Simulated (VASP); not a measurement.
# C: single point with PBE

The system is C.

```xyz
2
Lattice="1.2072 0.6970 3.2903 -1.2072 0.6970 3.2903 0.0000 -1.3940 3.2903" Properties=species:S:1:pos:R:3 pbc="T T T"
C     0.0000    0.0000    1.6188
C     0.0000    0.0000    8.2520
```

This cell differs from its parent crystal: volume scaled by 0.95.

```json
{"Program": "VASP 6.6.1", "Task": "single point", "Functional": "PBE", "Potentials or basis": "VASP PAW PBE potentials, release 64 (C)", "Cutoff": "520 eV", "k mesh": "17 × 17 × 17", "Occupations": "fermi-dirac, width 0.03 eV", "Spin": "no spin polarisation"}
```

| Property | Result |
| --- | --- |
| Pressure | 21.1 GPa |
| Largest force | 0.840 eV/Å |
| Band gap on the k mesh | 0.39 eV, direct |

Forces on the atoms (eV/Å):
```
C    0.000  0.000  0.840
C    0.000  0.000 -0.840
```

Stress tensor (GPa, compression positive):
```
29.70  0.00  0.00
 0.00 29.70  0.00
 0.00  0.00  3.81
```

Levels at points of the mesh, in eV from the valence-band top:
| k point | band 1 | band 2 | band 3 | band 4 | band 5 | band 6 | band 7 | band 8 | band 9 |
| --- | --- | --- | --- | --- | --- | --- | --- | --- | --- |
| (0.00, 0.00, 0.00) | -20.03 | -6.74 | -2.80 | -2.80 | 4.27 | 8.92 | 8.92 | 12.30 | 14.24 |

Wall time 74 s on 1 thread of Intel(R) Xeon(R) Platinum 8375C CPU @ 2.90GHz (Ice Lake) (shared host), peak memory 0.2 GiB.

 A k mesh can miss the band edges.
